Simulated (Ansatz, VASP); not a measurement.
# One calculation of Be, two programs

```
CELL_PARAMETERS angstrom
2.26567 0.00000 0.00000
-1.13284 1.96213 0.00000
0.00000 0.00000 3.55870
ATOMIC_POSITIONS crystal
Be 0.33333 0.66667 0.25000
Be 0.66667 0.33333 0.75000
```

Alike in both runs: task single point; functional PBE; k mesh 16 × 16 × 9; occupations fermi-dirac, width 1 eV; no spin polarisation.

```csv
,VASP,Ansatz
version,VASP 6.6.1,Ansatz 0.2.0
potentials or method,"VASP PAW PBE potentials, release 64 (Be), cutoff 520 eV","plane waves (420 eV) with PAW, scalar-relativistic"
valence electrons in the cell,4,4
```

|  | VASP | Ansatz | Ansatz less VASP |
| --- | --- | --- | --- |
| pressure (GPa) | 6.2 | 6.1 | -0.15 |
| traceless stress, the component that is largest in VASP (GPa) | 2.39 | 2.37 | -0.028 |
